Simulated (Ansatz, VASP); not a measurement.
## Pd in VASP and in Ansatz

Contents of INCAR:

```
  ALGO = Normal
  EDIFF = 1E-7
  ENCUT = 520
  GGA = PE
  ISIF = 2
  ISMEAR = 0
  LASPH = T
  LCHARG = F
  LREAL = F
  LWAVE = F
  NBANDS = 11
  NELM = 60
  PREC = Accurate
  SIGMA = 0.05
```

The input KPOINTS:

```
k-points
0
Gamma
  14 14 14
```

Contents of POSCAR:

```
Pd
1.0
    0.0000000000      1.9450000000      1.9450000000
    1.9450000000      0.0000000000      1.9450000000
    1.9450000000      1.9450000000      0.0000000000
Pd
1
Direct
    0.0000000000      0.0000000000      0.0000000000
```

Input for Ansatz:

```yaml
crystal:
  lattice:
    - [0.0, 1.945, 1.945]
    - [1.945, 0.0, 1.945]
    - [1.945, 1.945, 0.0]
  atoms:
    - { symbol: Pd, position: [0.0, 0.0, 0.0] }
basis:
  ecutwfc: 420
  ecutrho_ratio: 4
kpoints:
  mp_grid: { grid: [14, 14, 14] }
hamiltonian:
  xc: pbe
scf:
  occupations: { method: gaussian, width: 0.05 }
output:
  forces: true
  stress: true
  eigenvalues: true
```

Alike in both runs: task single point; functional PBE; k mesh 14 × 14 × 14; occupations gaussian, width 0.05 eV; no spin polarisation.

```csv
,VASP,Ansatz
version,VASP 6.6.1,Ansatz 0.2.0
potentials or method,"VASP PAW PBE potentials, release 64 (Pd), cutoff 520 eV","scalar-relativistic, plane waves, PAW"
valence electrons in the cell,10,18
```

|  | VASP | Ansatz | Ansatz less VASP |
| --- | --- | --- | --- |
| gap on the k mesh at the Fermi level (eV) | none | none | - |
| pressure (GPa) | 7.4 | 7.7 | +0.34 |

A gap of «none» marks a metal or a gap that the smearing closes. The functional is the same, so the differences come from potentials, cutoffs and numerics. VASP's potentials hold 10 valence electrons a cell and Ansatz's 18, so a difference there can come from the potentials and not from the codes.
